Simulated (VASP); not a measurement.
# TaH5: relaxation of cell and atoms with PBE

The system is TaH5.

```xyz
6
Lattice="4.3512 0.0000 0.0000 -2.1756 3.7683 0.0000 0.0000 0.0000 3.6343" Properties=species:S:1:pos:R:3 pbc="T T T"
Ta    0.0000    0.0000    0.0000
H     0.0000    2.5122    0.0000
H     2.1756    1.2561    0.0000
H     2.1756    0.0000    1.8172
H     1.0878    1.8841    1.8172
H    -1.0878    1.8841    1.8172
```

```
Program                : VASP 6.6.1
Task                   : relaxation of cell and atoms
Functional             : PBE
Potentials or basis    : VASP PAW PBE potentials, release 64 (Ta_pv, H)
Cutoff                 : 600 eV
k mesh                 : 6 × 6 × 6
Occupations            : gaussian, width 0.1 eV
Spin                   : no spin polarisation
Dipole correction      : no
Further INCAR settings : ALGO = Normal; EDIFF = 1e-07; IBRION = 2; EDIFFG = -0.04; NSW = 90; ISIF = 3
```

```json
{
 "Relaxed volume": "5.08 Å³/atom",
 "Relaxed cell": "a = 3.454 Å, b = 3.454 Å, c = 2.952 Å, α = 90.00°, β = 90.00°, γ = 120.00°",
 "Space group after relaxing (to 0.05 Å)": "P6/mmm (No. 191)",
 "Energy gained by relaxing": "898.6 meV/atom",
 "Ionic steps": "11",
 "Pressure after relaxing": "-0.3 GPa",
 "Band gap on the k mesh": "zero (band 8 reaches 6.87 eV, above the bottom of band 9 at 4.86 eV)"
}
```

Stress tensor (GPa, compression positive):
```
-0.18  0.00  0.00
 0.00 -0.18  0.00
 0.00  0.00 -0.47
```

The path:
| step | energy change (eV) | largest force (eV/Å) | pressure (GPa) | volume (Å³) |
| --- | --- | --- | --- | --- |
| 1 | 0.0000 | 0.0000 | -34.00 | 59.59 |
| 2 | -3.6149 | 0.0000 | -33.61 | 43.19 |
| 3 | 6.7537 | 0.0000 | 444.11 | 15.77 |
| 4 | -4.7428 | 0.0000 | -25.55 | 37.18 |
| 5 | -5.2665 | 0.0000 | 15.05 | 28.49 |
| 6 | -5.3625 | 0.0000 | -3.58 | 31.07 |
| 7 | -5.3829 | 0.0000 | -0.30 | 30.55 |
| 8 | -5.3787 | 0.0000 | 2.64 | 30.10 |
| 9 | -5.3897 | 0.0000 | -0.39 | 30.53 |
| 10 | -5.3901 | 0.0000 | -1.07 | 30.64 |
| 11 | -5.3914 | 0.0000 | -0.28 | 30.50 |

Final structure:
```yaml
crystal:
  lattice:
    - [3.45379, 0.00000, 0.00000]
    - [-1.72689, 2.99107, 0.00000]
    - [0.00000, 0.00000, 2.95196]
  atoms:
    - { symbol: Ta, position: [0.00000, 0.00000, 0.00000] }
    - { symbol: H, position: [0.33333, 0.66667, 0.00000] }
    - { symbol: H, position: [0.66667, 0.33333, 0.00000] }
    - { symbol: H, position: [0.50000, 0.00000, 0.50000] }
    - { symbol: H, position: [0.50000, 0.50000, 0.50000] }
    - { symbol: H, position: [0.00000, 0.50000, 0.50000] }
```

Levels at points of the mesh, in eV from the Fermi level:
| k point | band 5 | band 6 | band 7 | band 8 | band 9 | band 10 | band 11 | band 12 |
| --- | --- | --- | --- | --- | --- | --- | --- | --- |
| (0.00, 0.00, 0.00) | -5.11 | -3.73 | -3.73 | -1.68 | 2.76 | 2.76 | 4.91 | 6.53 |
| (0.50, 0.00, 0.00) | -9.97 | -4.17 | -0.91 | 0.57 | 1.50 | 1.70 | 1.87 | 2.31 |
| (0.00, 0.00, 0.50) | -9.33 | -1.18 | -1.18 | -0.74 | -0.74 | -0.48 | 1.38 | 1.38 |
| (0.50, 0.00, 0.50) | -7.23 | -5.73 | -4.71 | -3.35 | 2.18 | 2.96 | 5.99 | 6.51 |

Wall time 6.3 min on 1 thread of Intel(R) Xeon(R) Platinum 8259CL CPU @ 2.50GHz (Skylake/Cascade Lake) (shared host), peak memory 0.22 GiB.

Caveat: the volume moved by over 15 % at a fixed basis, so the end points are rough; spin-orbit coupling is left out, which moves the levels of the heavy elements.
